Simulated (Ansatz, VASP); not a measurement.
Ga in VASP and in Ansatz

The input INCAR:

```
SYSTEM = Ga
PREC = Accurate
ENCUT = 520
EDIFF = 1E-6
ISMEAR = -1
SIGMA = 0.03
LREAL = .False.
LASPH = .True.
NELM = 60
ALGO = Normal
ISIF = 2
LWAVE = .False.
LCHARG = .False.
GGA = PS
NBANDS = 20
```

File KPOINTS:

```
regular mesh
0
Gamma
  14 14 11
  0 0 0
```

File POSCAR:

```
Ga
1.0
    1.4232650000     -4.0403300000      0.0264350000
    1.3427350000      4.0126700000     -0.0540950000
   -0.1507493000     -0.0321248000      3.3311045000
Ga
2
Direct
    0.8690000000      0.1310000000      0.2500000000
    0.1310000000      0.8690000000      0.7500000000
```

Input for Ansatz:

```yaml
crystal:
  lattice:
    - [1.423265, -4.04033, 0.026435]
    - [1.342735, 4.01267, -0.054095]
    - [-0.1507493, -0.0321248, 3.3311045]
  atoms:
    - { symbol: Ga, position: [0.869, 0.131, 0.25] }
    - { symbol: Ga, position: [0.131, 0.869, 0.75] }
kpoints:
  mp_grid: { grid: [14, 14, 11] }
  band_path:
    path:
      - [0.0, 0.0, 0.0]
      - [0.5, -0.5, 0.0]
      - [0.0, 0.0, 0.5]
      - [0.0, 0.0, 0.0]
      - [-0.5, 0.0, 0.0]
      - [0.0, -0.5, 0.5]
      - [0.0, 0.0, 0.0]
      - [-0.5, 0.0, 0.5]
      - [0.0, -0.5, 0.0]
    npoints: 5
scf:
  occupations: { method: fermi_dirac, width: 0.03 }
hamiltonian:
  xc: pbesol
  pseudopotentials: { kind: all_electron, lapw: { basis_error: 0.0005 } }
output:
  forces: true
  stress: true
  eigenvalues: true
```

Change from the starting cell: equal xy, yz and zx shear strains of -2 %.

Alike in both runs: task single point; functional PBEsol; k mesh 14 × 14 × 11; occupations fermi-dirac, width 0.03 eV; no spin polarisation.

|  | VASP | Ansatz |
| --- | --- | --- |
| version | VASP 6.6.1 | Ansatz 0.2.0 |
| potentials or method | VASP PAW PBE potentials, release 64 (Ga_d), cutoff 520 eV | all-electron LAPW, scalar-relativistic |

|  | VASP | Ansatz | Ansatz less VASP |
| --- | --- | --- | --- |
| pressure (GPa) | -1.8 | -1.7 | +0.05 |
| traceless stress, the component that is largest in VASP (GPa) | 0.84 | 0.84 | -0.003 |
| rms of the force components (eV/Å) | 0.099 | 0.099 | -0.0001 |

VASP's potentials were made for PBE, not for PBEsol. Atom by atom the forces differ by 0.000 eV/Å (rms over components). Ansatz ran all-electron here, and VASP with PAW potentials.
